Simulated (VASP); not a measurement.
**K2S: single point with PBEsol**

The system is K2S.

```
K S
1.0
     3.26651    3.26651    0.00000
    -3.26651    3.26651    0.00000
     0.00000    3.26651    3.26651
K S
2 1
Direct
  0.25000 0.75000 0.50000
  0.75000 0.25000 0.50000
  0.00000 0.00000 0.00000
```

```json
{"Program": "VASP 6.6.1", "Task": "single point", "Functional": "PBEsol", "Potentials or basis": "VASP PAW PBE potentials, release 64 (K_sv, S)", "Cutoff": "500 eV", "k mesh": "6 × 6 × 6", "Occupations": "gaussian, width 0.01 eV", "Spin": "no spin polarisation"}
```

```
Pressure               : 15.3 GPa
Band gap on the k mesh : 3.18 eV, indirect (least direct gap 3.20 eV)
```

Levels at points of the mesh, in eV from the valence-band top:
```tsv
k point	band 8	band 9	band 10	band 11	band 12	band 13	band 14	band 15	band 16	band 17
(0.00, 0.00, 0.00)	-11.89	-10.11	-0.82	-0.82	-0.82	3.18	5.05	5.05	8.71	8.71
(0.50, 0.00, 0.00)	-12.22	-9.25	-0.86	-0.36	-0.36	5.02	6.01	6.01	6.68	8.07
(0.50, 0.50, 0.00)	-11.66	-9.20	-1.31	0.00	0.00	3.20	5.66	6.65	8.47	8.54
```

Wall time 43 s on 1 thread of Intel Xeon 8259CL (shared host), peak memory 0.2 GiB.

Caveat: the PAW data sets were made with another functional, which shifts forces and pressure a little. A k mesh can miss the band edges.
